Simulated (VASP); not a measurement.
# SiO2 (P4_2/mnm) in VASP: vibrations by perturbation theory with LDA

Aim: the vibrations by perturbation theory of SiO2 with LDA.

All numbers are computed with VASP 6.6.1; they aren't measurements. Logs are shortened: lines on timing, memory, paths and dates and some standing lists are left out, and cuts for length are marked.

## Step 1: The cell of the first run

Symmetry: P4_2/mnm, No. 136, tetragonal system. The conventional cell has a = 4.155 Å, b = 4.155 Å, c = 2.661 Å, α = 90.00°, β = 90.00°, γ = 90.00°. Si (site symmetry mmm) has 6 O at 1.75 to 1.80 Å within 2.3 Å. O (site symmetry m2m) has 3 Si at 1.75 to 1.80 Å and 1 O at 2.28 Å within 2.3 Å.

## Step 2: Vibrations by perturbation theory, LDA

INCAR reads:

```
SYSTEM = SiO2
PREC = Accurate ; ENCUT = 520
EDIFF = 1E-8 ; ISMEAR = 0
SIGMA = 0.01 ; LREAL = .False.
LASPH = .True. ; NELM = 60
ALGO = Normal ; ISIF = 2
LWAVE = .False. ; LCHARG = .True.
GGA = CA ; IBRION = 8
NSW = 1 ; LEPSILON = .True.
```

KPOINTS reads:

```
regular mesh
0
Gamma
  4 4 8
  0 0 0
```

POSCAR reads:

```
SiO2
1.0
    4.1549901313      0.0000000000      0.0000000000
    0.0000000000      4.1549901313      0.0000000000
    0.0000000000      0.0000000000      2.6613346451
Si O
2 4
Direct
    0.0000000000      0.0000000000      0.0000000000
    0.5000000000      0.5000000000      0.5000000000
    0.3055708791      0.3055708791      0.0000000000
    0.1944291209      0.8055708791      0.5000000000
    0.6944291209      0.6944291209      0.0000000000
    0.8055708791      0.1944291209      0.5000000000
```

Potentials or basis: VASP PAW LDA potentials, release 64 (Si, O).

On the command line:

```
$ cat potpaw_LDA.64/Si/POTCAR potpaw_LDA.64/O/POTCAR > POTCAR
$ mpirun -np 1 vasp_std > vasp.out
```

OUTCAR:

```text
SYSTEM = SiO2
   PREC = Accurate
   ENCUT = 520
   EDIFF = 1E-8
   ISMEAR = 0
   LREAL = .False.
   LASPH = .True.
   NELM = 60
   ISIF = 2
   GGA = CA
   IBRION = 8
   NSW = 1
   LEPSILON = .True.

 ion  position               nearest neighbor table
   1  0.000  0.000  0.000-   4 1.75   6 1.75   4 1.75   6 1.75   5 1.80   3 1.80
   2  0.500  0.500  0.500-   3 1.75   5 1.75   3 1.75   5 1.75   4 1.80   6 1.80
   3  0.306  0.306  0.000-   2 1.75   2 1.75   1 1.80
   4  0.194  0.806  0.500-   1 1.75   1 1.75   2 1.80
   5  0.694  0.694  0.000-   2 1.75   2 1.75   1 1.80
   6  0.806  0.194  0.500-   1 1.75   1 1.75   2 1.80

  LATTYP: Found a simple tetragonal cell.
 ALAT       =     4.1549901313
 C/A-ratio  =     0.6405152746

  Lattice vectors:

 A1 = (   4.1549901313,   0.0000000000,   0.0000000000)
 A2 = (   0.0000000000,   4.1549901313,   0.0000000000)
 A3 = (   0.0000000000,   0.0000000000,   2.6613346451)

Analysis of symmetry for initial positions (statically):
=====================================================================
 Subroutine PRICEL returns:
 Original cell was already a primitive cell.

 Routine SETGRP: Setting up the symmetry group for a
 simple tetragonal supercell.

 Subroutine GETGRP returns: Found 16 space group operations
 (whereof  8 operations were pure point group operations)
 out of a pool of 16 trial point group operations.

The static configuration has the point symmetry D_2h.
 The point group associated with its full space group is D_4h.

Analysis of symmetry for dynamics (positions and initial velocities):
=====================================================================
 Subroutine PRICEL returns:
 Original cell was already a primitive cell.

 Routine SETGRP: Setting up the symmetry group for a
 simple tetragonal supercell.

 Subroutine GETGRP returns: Found 16 space group operations
 (whereof  8 operations were pure point group operations)
 out of a pool of 16 trial point group operations.

The dynamic configuration has the point symmetry D_2h.
 The point group associated with its full space group is D_4h.

 Subroutine INISYM returns: Found 16 space group operations
 (whereof  8 operations are pure point group operations),
 and found     1 'primitive' translations

----------------------------------------------------------------------------------------

[... 808 lines left out ...]
  --------------------------------------------------------------------------------
  x     0.00000     0.00000     0.00000     0.00000     0.00000     0.00000
  y     0.00000     0.00000     0.00000     0.00000     0.00000     0.00000
  z     0.00000     0.00000     0.00000     0.00000     0.00000     0.00000

 PIEZOELECTRIC TENSOR (including local field effects)  for field in x, y, z        (C/m^2)
          XX          YY          ZZ          XY          YZ          ZX
  --------------------------------------------------------------------------------
  x     0.00000     0.00000     0.00000     0.00000     0.00000     0.00000
  y     0.00000     0.00000     0.00000     0.00000     0.00000     0.00000
  z     0.00000     0.00000     0.00000     0.00000     0.00000     0.00000

 BORN EFFECTIVE CHARGES (including local field effects) (in |e|, cummulative output)
 ---------------------------------------------------------------------------------
 ion    1
    1     3.78110     0.35357     0.00000
    2     0.35357     3.78110     0.00000
    3     0.00000     0.00000     4.02604
 ion    2
    1     3.78110    -0.35357     0.00000
    2    -0.35357     3.78110     0.00000
    3     0.00000     0.00000     4.02604
 ion    3
    1    -1.89055    -0.54891     0.00000
    2    -0.54891    -1.89055     0.00000
    3     0.00000     0.00000    -2.01302
 ion    4
    1    -1.89055     0.54891     0.00000
    2     0.54891    -1.89055     0.00000
    3     0.00000     0.00000    -2.01302
 ion    5
    1    -1.89055    -0.54891     0.00000
    2    -0.54891    -1.89055     0.00000
    3     0.00000     0.00000    -2.01302
 ion    6
    1    -1.89055     0.54891     0.00000
    2     0.54891    -1.89055     0.00000
    3     0.00000     0.00000    -2.01302

 INTERNAL STRAIN TENSOR FOR ION    6 for displacements in x,y,z  (eV/Angst):
          X           Y           Z          XY          YZ          ZX
  --------------------------------------------------------------------------------
  x     8.85520     4.02829     1.07768    -1.73347     0.00000     0.00000
  y    -4.02829    -8.85520    -1.07768     1.71535     0.00000     0.00000
  z     0.00000     0.00000     0.00000     0.00000    -3.09775     3.53434

 SECOND DERIVATIVES (NOT SYMMETRIZED)
 ------------------------------------
               1X          1Y          1Z          2X          2Y          2Z          3X          3Y          3Z          4X          4Y          4Z          5X          5Y          5Z          6X          6Y          6Z
  1X   -32.782280    7.857952    0.000000   15.231173   -0.025088    0.000000    0.947798    1.133190    0.000000    7.827756   -5.049622    0.000000    0.947798    1.133190    0.000000    7.827756   -5.049622    0.000000
  1Y     7.857952  -32.782280    0.000000   -0.025088   15.231173    0.000000    1.133190    0.947798    0.000000   -5.049622    7.827756    0.000000    1.133190    0.947798    0.000000   -5.049622    7.827756    0.000000
  1Z     0.000000    0.000000  -24.395622    0.000000    0.000000   -0.046663    0.000000    0.000000    1.310935    0.000000    0.000000   10.910207    0.000000    0.000000    1.310935    0.000000    0.000000   10.910207
  2X    15.231173    0.025088    0.000000  -32.782280   -7.857952    0.000000    7.827756    5.049622    0.000000    0.947798   -1.133190    0.000000    7.827756    5.049622    0.000000    0.947798   -1.133190    0.000000
  2Y     0.025088   15.231173    0.000000   -7.857952  -32.782280    0.000000    5.049622    7.827756    0.000000   -1.133190    0.947798    0.000000    5.049622    7.827756    0.000000   -1.133190    0.947798    0.000000
  2Z     0.000000    0.000000   -0.046663    0.000000    0.000000  -24.395622    0.000000    0.000000   10.910207    0.000000    0.000000    1.310935    0.000000    0.000000   10.910207    0.000000    0.000000    1.310935
  3X     0.964098    1.116867    0.000000    7.805893    5.057681    0.000000  -22.911291  -11.048981    0.000000    0.027859    0.217660    0.000000    4.729012    4.864299    0.000000    9.384430   -0.207526    0.000000
  3Y     1.116867    0.964098    0.000000    5.057681    7.805893    0.000000  -11.048981  -22.911291    0.000000   -0.207526    9.384430    0.000000    4.864299    4.729012    0.000000    0.217660    0.027859    0.000000
  3Z     0.000000    0.000000    1.305466    0.000000    0.000000   10.905146    0.000000    0.000000  -20.649312    0.000000    0.000000    4.305800    0.000000    0.000000   -0.172899    0.000000    0.000000    4.305800
  4X     7.805893   -5.057681    0.000000    0.964098   -1.116867    0.000000    0.027859   -0.217660    0.000000  -22.911291   11.048981    0.000000    9.384430    0.207526    0.000000    4.729012   -4.864299    0.000000
  4Y    -5.057681    7.805893    0.000000   -1.116867    0.964098    0.000000    0.207526    9.384430    0.000000   11.048981  -22.911291    0.000000   -0.217660    0.027859    0.000000   -4.864299    4.729012    0.000000
  4Z     0.000000    0.000000   10.905146    0.000000    0.000000    1.305466    0.000000    0.000000    4.305800    0.000000    0.000000  -20.649312    0.000000    0.000000    4.305800    0.000000    0.000000   -0.172899
  5X     0.964098    1.116867    0.000000    7.805893    5.057681    0.000000    4.729012    4.864299    0.000000    9.384430   -0.207526    0.000000  -22.911291  -11.048981    0.000000    0.027859    0.217660    0.000000
  5Y     1.116867    0.964098    0.000000    5.057681    7.805893    0.000000    4.864299    4.729012    0.000000    0.217660    0.027859    0.000000  -11.048981  -22.911291    0.000000   -0.207526    9.384430    0.000000
  5Z     0.000000    0.000000    1.305466    0.000000    0.000000   10.905146    0.000000    0.000000   -0.172899    0.000000    0.000000    4.305800    0.000000    0.000000  -20.649312    0.000000    0.000000    4.305800
  6X     7.805893   -5.057681    0.000000    0.964098   -1.116867    0.000000    9.384430    0.207526    0.000000    4.729012   -4.864299    0.000000    0.027859   -0.217660    0.000000  -22.911291   11.048981    0.000000
  6Y    -5.057681    7.805893    0.000000   -1.116867    0.964098    0.000000   -0.217660    0.027859    0.000000   -4.864299    4.729012    0.000000    0.207526    9.384430    0.000000   11.048981  -22.911291    0.000000
  6Z     0.000000    0.000000   10.905146    0.000000    0.000000    1.305466    0.000000    0.000000    4.305800    0.000000    0.000000   -0.172899    0.000000    0.000000    4.305800    0.000000    0.000000  -20.649312

 Eigenvectors and eigenvalues of the dynamical matrix
 ----------------------------------------------------

   1 f  =   28.542911 THz   179.340401 2PiTHz  952.089038 cm-1   118.043943 meV
             X         Y         Z           dx          dy          dz
      0.000000  0.000000  0.000000     0.000000   -0.000000    0.000000
      2.077495  2.077495  1.330667     0.000000    0.000000    0.000000
      1.269644  1.269644  0.000000     0.353553    0.353553    0.000000
      0.807851  3.347139  1.330667     0.353553   -0.353553   -0.000000
      2.885346  2.885346  0.000000    -0.353553   -0.353553    0.000000
      3.347139  0.807851  1.330667    -0.353553    0.353553   -0.000000
[... 145 lines left out ...]
  18 f/i=    0.005428 THz     0.034106 2PiTHz    0.181065 cm-1     0.022449 meV
             X         Y         Z           dx          dy          dz
      0.000000  0.000000  0.000000     0.362654   -0.319444   -0.000000
      2.077495  2.077495  1.330667     0.362669   -0.319461   -0.000000
      1.269644  1.269644  0.000000     0.273966   -0.241346   -0.000000
      0.807851  3.347139  1.330667     0.273798   -0.241156   -0.000000
      2.885346  2.885346  0.000000     0.273966   -0.241346   -0.000000
      3.347139  0.807851  1.330667     0.273798   -0.241156   -0.000000

--------------------------------------------------------------------------------------------------------

 MACROSCOPIC STATIC DIELECTRIC TENSOR IONIC CONTRIBUTION
 ------------------------------------------------------
           7.406996     0.000000    -0.000000
           0.000000     7.406996     0.000000
          -0.000000     0.000000     5.225109
 ------------------------------------------------------

 ELASTIC MODULI CONTR FROM IONIC RELAXATION (kBar)
 Direction    XX          YY          ZZ          XY          YZ          ZX
 --------------------------------------------------------------------------------
 XX        -924.0226    238.4652    -57.3455     -0.0000     -0.0000     -0.0000
 YY         238.4652   -924.0226    -57.3455      0.0000      0.0000      0.0000
 ZZ         -57.3455    -57.3455     -9.5937      0.0000     -0.0000      0.0000
 XY          -0.0000      0.0000      0.0000    -15.5546      0.0000      0.0000
 YZ          -0.0000      0.0000     -0.0000      0.0000    -65.3688      0.0000
 ZX          -0.0000      0.0000      0.0000      0.0000      0.0000    -85.0931
 --------------------------------------------------------------------------------

 PIEZOELECTRIC TENSOR IONIC CONTR  for field in x, y, z        (C/m^2)
          XX          YY          ZZ          XY          YZ          ZX
  --------------------------------------------------------------------------------
  x     0.00000    -0.00000    -0.00000     0.00000    -0.00000    -0.00000
  y    -0.00000     0.00000     0.00000     0.00000     0.00000     0.00000
  z     0.00000    -0.00000     0.00000    -0.00000    -0.00000    -0.00000
```

It took 7.8 min on 1 thread of AMD EPYC 7R43 (Zen 3), shared host; peak memory 0.25 GiB.

Results:

- Electronic dielectric tensor (diagonal): 3.36, 3.36, 3.53
- Born charges (mean of the diagonal): Si +3.86; O -1.93 e
- Highest phonon frequency at Γ, LO-TO splitting left out: 952 cm⁻¹

Phonon frequencies in cm⁻¹ (negative: imaginary):
```csv
q point,frequencies
"(0.000, 0.000, 0.000)",0 0 0 218 386 469 469 590 590 591 591 593 666 758 766 827 827 952
```

Electronic dielectric tensor:
```
3.36 0.00 0.00
0.00 3.36 0.00
0.00 0.00 3.53
```

Born effective charge tensors (e):
atom 1, Si
```
3.78 0.35 0.00
0.35 3.78 0.00
0.00 0.00 4.03
```
atom 2, Si
```
 3.78 -0.35  0.00
-0.35  3.78  0.00
 0.00  0.00  4.03
```
atom 3, O
```
-1.89 -0.55  0.00
-0.55 -1.89  0.00
 0.00  0.00 -2.01
```
atom 4, O
```
-1.89  0.55  0.00
 0.55 -1.89  0.00
 0.00  0.00 -2.01
```
atom 5, O
```
-1.89 -0.55  0.00
-0.55 -1.89  0.00
 0.00  0.00 -2.01
```
atom 6, O
```
-1.89  0.55  0.00
 0.55 -1.89  0.00
 0.00  0.00 -2.01
```

Caveat: the k points lie up to 0.38 Å⁻¹ apart; the cell stands under pressure or tension, which shifts response properties.
